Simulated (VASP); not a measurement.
# TaSi2 (P6_422) in VASP: single point with PBE

Aim: the single point of TaSi2 with PBE.

Everything below comes from runs of VASP 6.6.1. Logs are shortened: lines on timing, memory, paths and dates and some standing lists are left out, and cuts for length are marked.

## (1) The cell of the first run

Symmetry: P6_422, No. 181, hexagonal system. Conventional cell: a = 4.806 Å, b = 4.806 Å, c = 6.600 Å, α = 90.00°, β = 90.00°, γ = 120.00°. Within 3.5 Å of Ta (site symmetry 222) lie 10 Si at 2.62 to 2.84 Å and 4 Ta at 3.26 Å. Si (site symmetry 2) has 9 Si at 2.57 to 3.34 Å and 5 Ta at 2.62 to 2.84 Å within 3.4 Å.

## (2) Single point, PBE

Input file INCAR:

```
SYSTEM = TaSi2
ALGO = Normal
EDIFF = 1E-7
ENCUT = 520
GGA = PE
ISIF = 2
ISMEAR = 0
LASPH = .TRUE.
LCHARG = .TRUE.
LELF = .TRUE.
LREAL = .FALSE.
LVHAR = .TRUE.
LWAVE = .FALSE.
NBANDS = 38
NELM = 80
PREC = Accurate
SIGMA = 0.15
```

Input file KPOINTS:

```
k-points
0
G
  9 9 6
  0 0 0
```

Input file POSCAR:

```
TaSi2
1.0
    4.8060235202      0.0000000000      0.0000000000
   -2.4030117601      4.1621384597      0.0000000000
    0.0000000000      0.0000000000      6.5995345254
Ta Si
3 6
Direct
    0.5000000000      0.0000000000      0.0000000000
    0.5000000000      0.5000000000      0.6666666667
    0.0000000000      0.5000000000      0.3333333333
    0.1589152396      0.3178304793      0.0000000000
    0.8410847604      0.1589152396      0.6666666667
    0.6821695207      0.8410847604      0.3333333333
    0.8410847604      0.6821695207      0.0000000000
    0.1589152396      0.8410847604      0.6666666667
    0.3178304793      0.1589152396      0.3333333333
```

Potentials or basis: VASP PAW PBE potentials, release 64 (Ta_pv, Si).

Command:

```
cat potpaw_PBE.64/Ta_pv/POTCAR potpaw_PBE.64/Si/POTCAR > POTCAR
mpirun -np 1 vasp_std > vasp.out
```

OUTCAR:

```text
SYSTEM = TaSi2
   EDIFF = 1E-7
   ENCUT = 520
   GGA = PE
   ISIF = 2
   ISMEAR = 0
   LASPH = .TRUE.
   LREAL = .FALSE.
   NELM = 80
   PREC = Accurate

 ion  position               nearest neighbor table
   1  0.500  0.000  0.000-   6 2.62   9 2.62   8 2.62   5 2.62   4 2.74   7 2.74   7 2.74   4 2.74
                             4 2.84   7 2.84   2 3.26   2 3.26   3 3.26   3 3.26
   2  0.500  0.500  0.667-   4 2.62   7 2.62   6 2.62   9 2.62   8 2.74   5 2.74   8 2.74   5 2.74
                             8 2.84   5 2.84   1 3.26   1 3.26   3 3.26   3 3.26
   3  0.000  0.500  0.333-   4 2.62   7 2.62   5 2.62   8 2.62   9 2.74   6 2.74   9 2.74   6 2.74
                             6 2.84   9 2.84   1 3.26   1 3.26   2 3.26   2 3.26
   4  0.159  0.318  0.000-   5 2.57   9 2.57   3 2.62   2 2.62   7 2.65   1 2.74   1 2.74   1 2.84
                             7 2.84   7 2.84
   5  0.841  0.159  0.667-   4 2.57   6 2.57   1 2.62   3 2.62   8 2.65   2 2.74   2 2.74   2 2.84
                             8 2.84   8 2.84
   6  0.682  0.841  0.333-   7 2.57   5 2.57   1 2.62   2 2.62   9 2.65   3 2.74   3 2.74   3 2.84
                             9 2.84   9 2.84
   7  0.841  0.682  0.000-   8 2.57   6 2.57   3 2.62   2 2.62   4 2.65   1 2.74   1 2.74   1 2.84
                             4 2.84   4 2.84
   8  0.159  0.841  0.667-   7 2.57   9 2.57   1 2.62   3 2.62   5 2.65   2 2.74   2 2.74   2 2.84
                             5 2.84   5 2.84
   9  0.318  0.159  0.333-   4 2.57   8 2.57   1 2.62   2 2.62   6 2.65   3 2.74   3 2.74   3 2.84
                             6 2.84   6 2.84

  LATTYP: Found a hexagonal cell.
 ALAT       =     4.8060235202
 C/A-ratio  =     1.3731798227

  Lattice vectors:

 A1 = (   4.8060235202,   0.0000000000,   0.0000000000)
 A2 = (  -2.4030117601,   4.1621384597,   0.0000000000)
 A3 = (   0.0000000000,   0.0000000000,   6.5995345254)

Analysis of symmetry for initial positions (statically):
=====================================================================
 Subroutine PRICEL returns:
 Original cell was already a primitive cell.

 Routine SETGRP: Setting up the symmetry group for a
 hexagonal supercell.

 Subroutine GETGRP returns: Found 12 space group operations
 (whereof  4 operations were pure point group operations)
 out of a pool of 24 trial point group operations.

The static configuration has the point symmetry D_2 .
 The point group associated with its full space group is D_6 .

Analysis of symmetry for dynamics (positions and initial velocities):
=====================================================================
 Subroutine PRICEL returns:
 Original cell was already a primitive cell.

 Routine SETGRP: Setting up the symmetry group for a
 hexagonal supercell.

 Subroutine GETGRP returns: Found 12 space group operations
[... 126 lines left out ...]
   POTIM  = 0.5000    time-step for ionic-motion
   TEBEG  =    0.0;   TEEND  =   0.0 temperature during run
   PSTRESS=    0.0 pullay stress
   NELECT =      57.0000    total number of electrons
   NUPDOWN=      -1.0000    fix difference up-down
   EMIN   =  10.00;   EMAX   =-10.00  energy-range for DOS
   EFERMI =   0.00;   METHOD = LEGACY
   ISMEAR =     0;   SIGMA  =   0.15  broadening in eV -4-tet -1-fermi 0-gaus
   EFERMI_NEDOS =   21; number of points for ismear=-14 and -15
   IALGO  =     38    algorithm
   IMIX   =      4    mixing-type and parameters
     AMIX     =   0.40;   BMIX     =  1.00
     AMIX_MAG =   1.60;   BMIX_MAG =  1.00
  volume/ion in A,a.u.               =      14.67        98.99
  Fermi-wavevector in a.u.,A,eV,Ry     =   1.237356  2.338263 20.831186  1.531049
  Thomas-Fermi vector in A             =   2.371926
   LORBIT       =      0    0 simple, 1 ext, 2 COOP (PROOUT), +10 PAW based schemes
   GGA     = PE    functional components
   LHFCALC =     F    Hartree Fock is set to
   AEXX    =    0.0000 exact exchange contribution
   IVDW    =     0    specifies the selected vdW correction
   LEPSILON=     F    determine dielectric tensor
   LRPA    =     F    only Hartree local field effects (RPA)
 non-spin polarized calculation
 Gauss-broadening in eV      SIGMA  =   0.15
  energy-cutoff  :      520.00
  volume of cell :      132.01
 maximum number of plane-waves:      3577
 NGX is ok and might be reduce to    36
   NGX = 17   NGY = 17   NGZ = 25

 number of electron      57.0000007 magnetization

 Free energy of the ion-electron system (eV)
  ---------------------------------------------------
  ext. energy  EPLUGINS =         0.00000000
  ---------------------------------------------------
  free energy    TOTEN  =       -72.27072213 eV

  energy without entropy =      -72.22468038  energy(sigma->0) =      -72.24770125

 E-fermi :   9.2184     XC(G=0): -12.0128

 val. band max:        9.1991703179   @ k =   0.3333   0.1111   0.5000
 cond. band min:       9.2337648711   @ k =   0.4444   0.1111   0.1667
 fundamental gap:      0.0345945532
 Fermi energy:         9.2183860494

 k-point     1 :       0.0000    0.0000    0.0000
  band No.  band energies     occupation
      1     -25.1929      2.00000
      2     -25.1895      2.00000
      3     -25.1895      2.00000
      4     -25.1238      2.00000
      5     -25.1238      2.00000
      6     -25.0361      2.00000
[... 973 lines left out ...]
     37      12.4733      0.00000
     38      12.8483      0.00000

 [... further k-points ...]
[... 5 lines left out ...]
  --------------------------------------------------------------------------------------
  -------------------------------------------------------------------------------------
  Total        0.0068991      0.0068991      0.0432177      0.0000000     -0.0000000      0.0000000
  in kB        0.0837315      0.0837315      0.5245133      0.0000000     -0.0000000      0.0000000
  external PRESSURE =       0.2306587 kB  Pullay stress =       0.0000000 kB

 VOLUME and BASIS-vectors are now :
 -----------------------------------------------------------------------------
  energy-cutoff  :      520.00
  volume of cell :      132.01
      direct lattice vectors                 reciprocal lattice vectors
     4.806023520  0.000000000  0.000000000     0.208072223  0.120130554  0.000000000
    -2.403011760  4.162138460  0.000000000     0.000000000  0.240261108  0.000000000
     0.000000000  0.000000000  6.599534525     0.000000000  0.000000000  0.151525838

 POSITION                                       TOTAL-FORCE (eV/Angst)
 -----------------------------------------------------------------------------------
      2.40301      0.00000      0.00000        -0.000000      0.000000      0.000000
      1.20151      2.08107      4.39969        -0.000000      0.000000     -0.000000
     -1.20151      2.08107      2.19984        -0.000000      0.000000      0.000000
     -0.00000      1.32285      0.00000        -0.000000      0.005773      0.000000
      3.66040      0.66143      4.39969        -0.004999      0.002886      0.000000
      1.25739      3.50071      2.19984        -0.004999     -0.002886      0.000000
      2.40301      2.83928      0.00000        -0.000000     -0.005773      0.000000
     -1.25739      3.50071      4.39969         0.004999     -0.002886     -0.000000
      1.14563      0.66143      2.19984         0.004999      0.002886     -0.000000
 -----------------------------------------------------------------------------------
    total drift:                               -0.000000      0.000000      0.000000

  FREE ENERGIE OF THE ION-ELECTRON SYSTEM (eV)
  ---------------------------------------------------
  free  energy   TOTEN  =       -72.2707221299 eV

  energy  without entropy=      -72.2246803799  energy(sigma->0) =      -72.24770125
```

OSZICAR:

```text
N       E                     dE             d eps       ncg     rms          rms(c)
DAV:   1     0.380870723306E+03    0.38087E+03   -0.27926E+04  3648   0.141E+03
DAV:   2    -0.552167086378E+02   -0.43609E+03   -0.42432E+03  4174   0.359E+02
DAV:   3    -0.742831529915E+02   -0.19066E+02   -0.18632E+02  4664   0.653E+01
DAV:   4    -0.746405751493E+02   -0.35742E+00   -0.35514E+00  4624   0.880E+00
DAV:   5    -0.746456535721E+02   -0.50784E-02   -0.50739E-02  4540   0.112E+00    0.307E+01
DAV:   6    -0.725080417215E+02    0.21376E+01   -0.85730E+00  4640   0.132E+01    0.140E+01
DAV:   7    -0.722974835819E+02    0.21056E+00   -0.55898E-01  4536   0.366E+00    0.451E+00
DAV:   8    -0.722713296014E+02    0.26154E-01   -0.51386E-02  4716   0.110E+00    0.512E-01
DAV:   9    -0.722707706446E+02    0.55896E-03   -0.32205E-03  4728   0.284E-01    0.262E-01
DAV:  10    -0.722707425587E+02    0.28086E-04   -0.50932E-04  4570   0.136E-01    0.492E-02
DAV:  11    -0.722707250848E+02    0.17474E-04   -0.39865E-05  4592   0.342E-02    0.125E-02
DAV:  12    -0.722707231236E+02    0.19612E-05   -0.41551E-06  4746   0.106E-02    0.353E-03
DAV:  13    -0.722707223066E+02    0.81700E-06   -0.43080E-07  4056   0.297E-03    0.156E-03
DAV:  14    -0.722707221225E+02    0.18413E-06   -0.42577E-08  2696   0.121E-03    0.444E-04
DAV:  15    -0.722707221299E+02   -0.74137E-08   -0.59946E-09  2670   0.476E-04
   1 F= -.72270722E+02 E0= -.72247701E+02  d E =-.460418E-01
```

It took 2.6 min on 1 thread of Intel Xeon Platinum 8375C at 2.90GHz (Ice Lake), shared host; peak memory 0.35 GiB.

What came out:

```yaml
Free_energy: -72.2707 eV
Pressure: 0.0 GPa
Largest_force: 0.006 eV/Å
```

Forces in eV/Å, atoms in the order of the input:
```
Ta   0.000  0.000  0.000
Ta   0.000  0.000  0.000
Ta   0.000  0.000  0.000
Si   0.000  0.006  0.000
Si  -0.005  0.003  0.000
Si  -0.005 -0.003  0.000
Si   0.000 -0.006  0.000
Si   0.005 -0.003  0.000
Si   0.005  0.003  0.000
```

Caveat: spin-orbit coupling is left out, which moves the levels of the heavy elements.
